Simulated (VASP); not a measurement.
# SnO2 (R-3m) in VASP: a series of runs

The runs below take SnO2 through single point, with PBEsol.

Everything below comes from runs of VASP 6.6.1. Logs are shortened: lines on timing, memory, paths and dates and some standing lists are left out, and cuts for length are marked.

### 1 The cell of the first run

It takes space group R-3m (No. 166, trigonal). Conventional cell: a = 3.182 Å, b = 3.182 Å, c = 13.112 Å, α = 90.00°, β = 90.00°, γ = 120.00°. Within 2.8 Å of Sn (site symmetry -3m) lie 6 O at 2.12 Å. O (site symmetry 3m) has 3 Sn at 2.12 Å within 2.8 Å.

### 2 Single point, PBEsol

Contents of INCAR:

```
PREC = Accurate
ENCUT = 520
EDIFF = 1E-7
ISMEAR = 0
SIGMA = 0.05
LREAL = False
LASPH = True
NELM = 80
ALGO = Normal
ISIF = 2
LWAVE = False
LCHARG = False
GGA = PS
NBANDS = 20
```

Contents of KPOINTS:

```
regular mesh
0
Gamma
  12 12 12
```

Contents of POSCAR:

```
SnO2
1.0
    1.5909868438      0.9185566825      4.3707741283
   -1.5909868438      0.9185566825      4.3707741283
    0.0000000000     -1.8371133651      4.3707741283
Sn O
1 2
Direct
    0.5000000000      0.5000000000      0.5000000000
    0.2477865012      0.2477865012      0.2477865012
    0.7522134988      0.7522134988      0.7522134988
```

Potentials or basis: VASP PAW PBE potentials, release 64 (Sn_d, O).

The run is started by

```bash
$ cat potpaw_PBE.64/Sn_d/POTCAR potpaw_PBE.64/O/POTCAR > POTCAR
$ mpirun -np 1 vasp_std > vasp.out
```

OUTCAR:

```text
PREC = Accurate
   ENCUT = 520
   EDIFF = 1E-7
   ISMEAR = 0
   LREAL = False
   LASPH = True
   NELM = 80
   ISIF = 2
   GGA = PS

 ion  position               nearest neighbor table
   1  0.500  0.500  0.500-   2 2.12   3 2.12   2 2.12   2 2.12   3 2.12   3 2.12
   2  0.248  0.248  0.248-   1 2.12   1 2.12   1 2.12
   3  0.752  0.752  0.752-   1 2.12   1 2.12   1 2.12

  LATTYP: Found a trigonal (rhomboedric) cell.
 ALAT       =     4.7411656791
 COS(alpha) =     0.7747872837

  Lattice vectors:

 A1 = (   1.5909868438,   0.9185566825,   4.3707741283)
 A2 = (  -1.5909868438,   0.9185566825,   4.3707741283)
 A3 = (   0.0000000000,  -1.8371133651,   4.3707741283)

Analysis of symmetry for initial positions (statically):
=====================================================================
 Subroutine PRICEL returns:
 Original cell was already a primitive cell.

 Routine SETGRP: Setting up the symmetry group for a
 trigonal (rhombohedral) supercell.

 Subroutine GETGRP returns: Found 12 space group operations
 (whereof 12 operations were pure point group operations)
 out of a pool of 12 trial point group operations.

The static configuration has the point symmetry D_3d.

Analysis of symmetry for dynamics (positions and initial velocities):
=====================================================================
 Subroutine PRICEL returns:
 Original cell was already a primitive cell.

 Routine SETGRP: Setting up the symmetry group for a
 trigonal (rhombohedral) supercell.

 Subroutine GETGRP returns: Found 12 space group operations
 (whereof 12 operations were pure point group operations)
 out of a pool of 12 trial point group operations.

The dynamic configuration has the point symmetry D_3d.

 Subroutine INISYM returns: Found 12 space group operations
 (whereof 12 operations are pure point group operations),
 and found     1 'primitive' translations

----------------------------------------------------------------------------------------

                                     Primitive cell

  volume of cell :      38.3250

  direct lattice vectors                    reciprocal lattice vectors
     1.590986844  0.918556682  4.370774128     0.314270355  0.181444074  0.076264141
    -1.590986844  0.918556682  4.370774128    -0.314270355  0.181444074  0.076264141
     0.000000000 -1.837113365  4.370774128     0.000000000 -0.362888148  0.076264141

  length of vectors
     4.741165679  4.741165679  4.741165679     0.370815354  0.370815354  0.370815354

  position of ions in fractional coordinates (direct lattice)
     0.500000000  0.500000000  0.500000000
     0.247786501  0.247786501  0.247786501
     0.752213499  0.752213499  0.752213499

  ion indices of the primitive-cell ions
   primitive index   ion index
                 1           1
                 2           2
                 3           3

----------------------------------------------------------------------------------------

 KPOINTS: regular mesh

Automatic generation of k-mesh.
 Grid dimensions read from file:
 generate k-points for:   12   12   12

 Generating k-lattice:

  Cartesian coordinates                     Fractional coordinates (reciprocal lattice)
     0.026189196  0.015120339  0.006355345     0.083333333 -0.000000000  0.000000000
    -0.026189196  0.015120339  0.006355345    -0.000000000  0.083333333  0.000000000
     0.000000000 -0.030240679  0.006355345     0.000000000  0.000000000  0.083333333

  Length of vectors
     0.030901280  0.030901280  0.030901280

  Shift w.r.t. Gamma in fractional coordinates (k-lattice)
     0.000000000  0.000000000  0.000000000

 Subroutine IBZKPT returns following result:
 ===========================================

 Found    189 irreducible k-points:

 Following reciprocal coordinates:
            Coordinates               Weight
  0.000000  0.000000  0.000000      1.000000
  0.083333 -0.000000  0.000000      6.000000
  0.166667  0.000000  0.000000      6.000000
  0.250000  0.000000  0.000000      6.000000
  0.333333  0.000000  0.000000      6.000000
  0.416667 -0.000000 -0.000000      6.000000
[... 16 lines left out ...]
  0.500000  0.166667 -0.000000     12.000000
 -0.416667  0.166667  0.000000     12.000000
 [... further k-points ...]
   k-points           NKPTS =    189   k-points in BZ     NKDIM =    189   number of bands    NBANDS=     20
   number of dos      NEDOS =    301   number of ions     NIONS =      3
   total plane-waves  NPLWV =  46656
   dimension x,y,z NGX =    36 NGY =   36 NGZ =   36
   dimension x,y,z NGXF=    72 NGYF=   72 NGZF=   72
   ions per type =               1   2
   NGX,Y,Z   is equivalent  to a cutoff of  12.62, 12.62, 12.62 a.u.
   NGXF,Y,Z  is equivalent  to a cutoff of  25.25, 25.25, 25.25 a.u.
 SYSTEM =  unknown system
   PREC   = accura    normal or accurate (medium, high low for compatibility)
   ISTART =      0    job   : 0-new  1-cont  2-samecut
   ICHARG =      2    charge: 1-file 2-atom 10-const
   ISPIN  =      1    spin polarized calculation?
   LNONCOLLINEAR =      F non collinear calculations
   LSORBIT =      F    spin-orbit coupling
   LASPH  =      T    aspherical Exc in radial PAW
   ENCUT  =  520.0 eV  38.22 Ry    6.18 a.u.   8.82  8.82  8.82*2*pi/ulx,y,z
   NELM   =     80;   NELMIN=  2; NELMDL= -5     # of ELM steps
   EDIFF  = 0.1E-06   stopping-criterion for ELM
   LREAL  =      F    real-space projection
   EDIFFG = 0.1E-05   stopping-criterion for IOM
   NSW    =      0    number of steps for IOM
   IBRION =     -1    ionic relax: 0-MD 1-quasi-New 2-CG
   NFREE  =      0    steps in history (QN), initial steepest desc. (CG)
   ISIF   =      2    stress and relaxation
   ISYM   =      2    0-nonsym 1-usesym 2-fastsym
   POTIM  = 0.5000    time-step for ionic-motion
   TEBEG  =    0.0;   TEEND  =   0.0 temperature during run
   PSTRESS=    0.0 pullay stress
   NELECT =      26.0000    total number of electrons
   NUPDOWN=      -1.0000    fix difference up-down
   EMIN   =  10.00;   EMAX   =-10.00  energy-range for DOS
   EFERMI =   0.00;   METHOD = LEGACY
   ISMEAR =     0;   SIGMA  =   0.05  broadening in eV -4-tet -1-fermi 0-gaus
   EFERMI_NEDOS =   21; number of points for ismear=-14 and -15
   IALGO  =     38    algorithm
   IMIX   =      4    mixing-type and parameters
     AMIX     =   0.40;   BMIX     =  1.00
     AMIX_MAG =   1.60;   BMIX_MAG =  1.00
  volume/ion in A,a.u.               =      12.77        86.21
  Fermi-wavevector in a.u.,A,eV,Ry     =   1.438485  2.718342 28.153693  2.069238
  Thomas-Fermi vector in A             =   2.557446
   LORBIT       =      0    0 simple, 1 ext, 2 COOP (PROOUT), +10 PAW based schemes
   GGA     = PS    functional components
   LHFCALC =     F    Hartree Fock is set to
   AEXX    =    0.0000 exact exchange contribution
   IVDW    =     0    specifies the selected vdW correction
   LEPSILON=     F    determine dielectric tensor
   LRPA    =     F    only Hartree local field effects (RPA)
 non-spin polarized calculation
 Gauss-broadening in eV      SIGMA  =   0.05
  energy-cutoff  :      520.00
  volume of cell :       38.32
 maximum number of plane-waves:      1045
   NGX = 17   NGY = 17   NGZ = 17

 number of electron      26.0000003 magnetization

 Free energy of the ion-electron system (eV)
  ---------------------------------------------------
  ext. energy  EPLUGINS =         0.00000000
  ---------------------------------------------------
  free energy    TOTEN  =       -19.25909524 eV

  energy without entropy =      -19.25909524  energy(sigma->0) =      -19.25909524

 E-fermi :   5.1480     XC(G=0): -11.1108

 val. band max:        4.9050311895   @ k =   0.0000   0.0000   0.0000
 cond. band min:       6.4874070078   @ k =   0.0000   0.0000   0.0000
 fundamental gap:      1.5823758183
 Fermi energy:         5.1480294406

 k-point     1 :       0.0000    0.0000    0.0000
  band No.  band energies     occupation
      1     -15.2156      2.00000
      2     -15.0463      2.00000
      3     -15.0463      2.00000
      4     -14.8270      2.00000
      5     -14.8270      2.00000
      6     -13.4483      2.00000
[... 12 lines left out ...]
     19      21.7169      0.00000
     20      21.7169      0.00000

 k-point     2 :       0.0833   -0.0000    0.0000
  band No.  band energies     occupation
      1     -15.1893      2.00000
      2     -15.0970      2.00000
      3     -15.0288      2.00000
      4     -14.8494      2.00000
      5     -14.8288      2.00000
      6     -13.3934      2.00000
[... 12 lines left out ...]
     19      20.2936      0.00000
     20      21.7656      0.00000

 k-point     3 :       0.1667    0.0000    0.0000
  band No.  band energies     occupation
      1     -15.2834      2.00000
      2     -15.0844      2.00000
      3     -14.9836      2.00000
      4     -14.8854      2.00000
      5     -14.8302      2.00000
      6     -13.2180      2.00000
[... 12 lines left out ...]
     19      19.0322      0.00000
     20      21.9694      0.00000

 k-point     4 :       0.2500    0.0000    0.0000
  band No.  band energies     occupation
      1     -15.4952      2.00000
      2     -15.0021      2.00000
      3     -14.9376      2.00000
      4     -14.9001      2.00000
      5     -14.8151      2.00000
      6     -12.9179      2.00000
[... 12 lines left out ...]
     19      18.4810      0.00000
     20      22.1613      0.00000

 k-point     5 :       0.3333    0.0000    0.0000
  band No.  band energies     occupation
      1     -15.6900      2.00000
      2     -14.9886      2.00000
      3     -14.9212      2.00000
      4     -14.8519      2.00000
      5     -14.7690      2.00000
      6     -12.5343      2.00000
[... 12 lines left out ...]
     19      18.2876      0.00000
     20      20.9108      0.00000

 k-point     6 :       0.4167   -0.0000   -0.0000
  band No.  band energies     occupation
      1     -15.8217      2.00000
      2     -15.0027      2.00000
      3     -14.9220      2.00000
      4     -14.7988      2.00000
      5     -14.7215      2.00000
      6     -12.1775      2.00000
[... 12 lines left out ...]
     19      18.1499      0.00000
     20      20.1849      0.00000

 k-point     7 :       0.5000    0.0000    0.0000
  band No.  band energies     occupation
      1     -15.8679      2.00000
      2     -15.0091      2.00000
      3     -14.9236      2.00000
      4     -14.7794      2.00000
      5     -14.7027      2.00000
      6     -12.0226      2.00000
[... 12 lines left out ...]
     19      18.0935      0.00000
     20      19.9767      0.00000
[... 277 lines left out ...]
 k-point    20 :       0.2500    0.1667    0.0000
  band No.  band energies     occupation
      1     -15.3840      2.00000
      2     -15.0896      2.00000
      3     -14.9281      2.00000
      4     -14.9016      2.00000
      5     -14.8242      2.00000
      6     -13.0113      2.00000
[... 12 lines left out ...]
     19      18.5973      0.00000
     20      21.5364      0.00000

 k-point    21 :       0.3333    0.1667    0.0000
  band No.  band energies     occupation
      1     -15.5067      2.00000
      2     -15.1114      2.00000
      3     -14.9209      2.00000
      4     -14.8958      2.00000
      5     -14.7877      2.00000
      6     -12.6631      2.00000
[... 12 lines left out ...]
     19      18.8002      0.00000
     20      20.6164      0.00000

 k-point    22 :       0.4167    0.1667    0.0000
  band No.  band energies     occupation
      1     -15.6312      2.00000
      2     -15.1190      2.00000
      3     -14.9388      2.00000
      4     -14.8746      2.00000
      5     -14.7538      2.00000
      6     -12.2150      2.00000
[... 12 lines left out ...]
     19      19.1733      0.00000
     20      19.8218      0.00000

 k-point    23 :       0.5000    0.1667   -0.0000
  band No.  band energies     occupation
      1     -15.7210      2.00000
      2     -15.1230      2.00000
      3     -14.9566      2.00000
      4     -14.8308      2.00000
      5     -14.7521      2.00000
      6     -11.7963      2.00000
[... 12 lines left out ...]
     19      18.8820      0.00000
     20      19.9733      0.00000

 k-point    24 :      -0.4167    0.1667    0.0000
  band No.  band energies     occupation
      1     -15.7519      2.00000
      2     -15.1247      2.00000
      3     -14.9637      2.00000
      4     -14.7882      2.00000
      5     -14.7771      2.00000
      6     -11.6346      2.00000
[... 12 lines left out ...]
     19      18.4782      0.00000
     20      20.2146      0.00000

 [... further k-points ...]

------------------------ aborting loop because EDIFF is reached ----------------------------------------

  FORCE on cell =-STRESS in cart. coord.  units (eV):
  Direction    XX          YY          ZZ          XY          YZ          ZX
  --------------------------------------------------------------------------------------
  -------------------------------------------------------------------------------------
  Total        0.0401099      0.0401099     -1.3645480      0.0000000      0.0000000      0.0000000
  in kB        1.6767937      1.6767937    -57.0449546      0.0000000      0.0000000      0.0000000
  external PRESSURE =     -17.8971224 kB  Pullay stress =       0.0000000 kB

 VOLUME and BASIS-vectors are now :
 -----------------------------------------------------------------------------
  energy-cutoff  :      520.00
  volume of cell :       38.32
      direct lattice vectors                 reciprocal lattice vectors
     1.590986844  0.918556682  4.370774128     0.314270355  0.181444074  0.076264141
    -1.590986844  0.918556682  4.370774128    -0.314270355  0.181444074  0.076264141
     0.000000000 -1.837113365  4.370774128     0.000000000 -0.362888148  0.076264141

 POSITION                                       TOTAL-FORCE (eV/Angst)
 -----------------------------------------------------------------------------------
      0.00000     -0.00000      6.55616         0.000000      0.000000     -0.000000
      0.00000     -0.00000      3.24906         0.000000      0.000000     -0.869316
      0.00000     -0.00000      9.86327         0.000000     -0.000000      0.869316
 -----------------------------------------------------------------------------------
    total drift:                                0.000000     -0.000000      0.000000

  FREE ENERGIE OF THE ION-ELECTRON SYSTEM (eV)
  ---------------------------------------------------
  free  energy   TOTEN  =       -19.2590952432 eV

  energy  without entropy=      -19.2590952432  energy(sigma->0) =      -19.25909524
```

Wall time 5.7 min (1 thread of Intel Xeon Platinum 8259CL at 2.50GHz (Skylake/Cascade Lake), shared host); peak memory 0.29 GiB.

What came out:

```
Free energy            : -19.2591 eV
Pressure               : -1.8 GPa
Largest force          : 0.869 eV/Å
Band gap on the k mesh : 1.58 eV, direct
```

Forces in eV/Å, atoms in the order of the input:
```
Sn   0.000  0.000  0.000
O    0.000  0.000 -0.869
O    0.000  0.000  0.869
```

Levels at points of the mesh, in eV from the valence-band top:
```tsv
k point	band 9	band 10	band 11	band 12	band 13	band 14	band 15	band 16	band 17	band 18
(0.00, 0.00, 0.00)	-1.39	-1.39	-1.11	-1.11	0.00	1.58	5.31	10.85	10.85	13.21
(0.50, 0.00, 0.00)	-4.47	-2.97	-2.17	-1.18	-1.01	5.18	7.51	10.05	11.91	12.14
(0.50, 0.50, 0.00)	-4.99	-3.27	-1.35	-0.59	-0.07	4.60	6.39	10.71	10.95	11.99
(0.50, 0.50, 0.50)	-1.96	-1.60	-1.60	-0.93	-0.93	3.57	5.57	11.25	11.25	14.01
```

Caveat: the PAW data sets were made with another functional, which shifts forces and pressure a little; spin-orbit coupling is left out, which moves the levels of the heavy elements.

(Continued in part 2 of 2.)
